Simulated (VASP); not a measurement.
Here is a VASP 6.6.1 calculation.

POSCAR

```
GaN
1.0
    0.0215465101      2.2480095258      2.2480095258
    2.2480095258      0.0215465101      2.2480095258
    2.2480095258      2.2480095258      0.0215465101
Ga N
1 1
Direct
    0.0007339372      0.0007339372      0.0007339372
    0.2492660628      0.2492660628      0.2492660628
```

Contents of INCAR.step1:

```
  PREC = Accurate
  ENCUT = 1460
  ISMEAR = 0
  SIGMA = 0.01
  LREAL = False
  LASPH = True
  NELM = 120
  NBANDS = 16
  GGA = PE
  ALGO = Normal
  EDIFF = 1E-5
  LWAVE = True
  LCHARG = False
  GGA_COMPAT = False
```

Contents of INCAR.step2:

```
  PREC = Accurate
  ENCUT = 1460
  EDIFF = 1E-6
  ISMEAR = 0
  SIGMA = 0.01
  LREAL = False
  LASPH = True
  NELM = 120
  ALGO = Normal
  ISIF = 2
  LWAVE = False
  LCHARG = False
  METAGGA = R2SCAN
  LMIXTAU = True
  NBANDS = 16
  ISTART = 1
  GGA_COMPAT = False
```

File KPOINTS:

```
Automatic mesh
0
Gamma
  10 10 10
```

Potentials or basis: VASP PAW PBE potentials, release 64 (Ga_d, N_h).

Run with:

```console
$ cat potpaw_PBE.64/Ga_d/POTCAR potpaw_PBE.64/N_h/POTCAR > POTCAR
$ cp INCAR.step1 INCAR
$ mpirun -np 1 vasp_std > vasp.out
$ cp INCAR.step2 INCAR
$ mpirun -np 1 vasp_std > vasp.out
```

Task: What does it give for the pressure?

Result: 4.4 GPa.

Task: Estimate the band gap on the k mesh.

Result: 2.22 eV.

Forces on the atoms (eV/Å):
```
Ga   0.001  0.001  0.001
N   -0.001 -0.001 -0.001
```

Caveat: the cell differs from its parent crystal (epitaxial 111 strain -1.0%); the cell stands under pressure; the structure was generated, so it needn't be the stable form of GaN; the PAW data sets were made with another functional, which shifts forces and pressure a little.
